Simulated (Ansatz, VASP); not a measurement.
# One calculation of CoO, two programs

```xyz
2
Lattice="-1.5261 1.5050 2.1072 1.5050 -1.5261 2.1072 1.5110 1.5110 -2.1223" Properties=species:S:1:pos:R:3 pbc="T T T"
Co    0.0000    0.0000    0.0000
O    -0.0105   -0.0105    2.1072
```

Change from the starting cell: equal xy, yz and zx shear strains of -1 %.

Alike in both runs: task single point; functional PBE; k mesh 13 × 13 × 15; occupations fermi-dirac, width 0.03 eV; collinear spin.

```csv
,VASP,Ansatz
version,VASP 6.6.1,Ansatz 0.2.0
potentials or method,"VASP PAW PBE potentials, release 64 (Co, O), cutoff 520 eV","all-electron LAPW, scalar-relativistic"
```

Ansatz gave:

- pressure (GPa): 0.0
- traceless stress, the component that is largest in VASP (GPa): -0.45
- net moment per atom (μB): 1.47
- size of the moment on the site where the two differ most (μB): 2.59

What did VASP give for the same quantities?

Pressure (GPa): -0.6; traceless stress, the component that is largest in VASP (GPa): -0.39; net moment per atom (μB): 1.45; size of the moment on the site where the two differ most (μB): 2.56.

Site moments also hang on the region over which each program counts them. Ansatz ran all-electron here, and VASP with PAW potentials.
